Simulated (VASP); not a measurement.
# Al3Cu2: single point with PBEsol

Al3Cu2:

```
CELL_PARAMETERS angstrom
4.09195 0.00000 0.00000
-2.04598 3.54373 0.00000
0.00000 0.00000 4.99278
ATOMIC_POSITIONS crystal
Al 0.00000 0.00000 0.00000
Al 0.33333 0.66667 0.34993
Al 0.66667 0.33333 0.65007
Cu 0.33333 0.66667 0.83951
Cu 0.66667 0.33333 0.16049
```

```
Program                 : VASP 6.6.1
Task                    : single point
Functional              : PBEsol
Potentials or basis     : VASP PAW PBE potentials, release 64 (Al, Cu)
Cutoff                  : 520 eV
k mesh                  : 9 × 9 × 8
Occupations             : gaussian, width 0.05 eV
Spin                    : no spin polarisation
Dipole correction       : no
k mesh for the DOS      : 14 × 14 × 12
Occupations for the DOS : tetrahedron
Further INCAR settings  : ALGO = Normal; EDIFF = 1e-06; NBANDS = 24
```

| Item | Value |
| --- | --- |
| Valence electrons inside the program's atomic spheres | Al 0.79, 0.78 (each value once); Cu 10.16 |

Levels at points of the mesh, in eV from the Fermi level:
```
           k point  band 13  band 14  band 15  band 16  band 17  band 18
(0.00, 0.00, 0.00)    -3.59    -0.13    -0.13     1.39     1.39     2.58
(0.50, 0.00, 0.00)    -3.00    -2.95    -2.53    -0.75    -0.03     0.42
(0.00, 0.00, 0.50)     1.24     1.24     1.38     1.38     1.82     2.47
(0.50, 0.00, 0.50)    -4.09    -3.49    -1.71    -0.13     0.80     1.00
```

It took 5.3 min on 1 thread of Intel(R) Xeon(R) Platinum 8375C CPU @ 2.90GHz (Ice Lake), with other jobs on the host, peak memory 0.44 GiB.
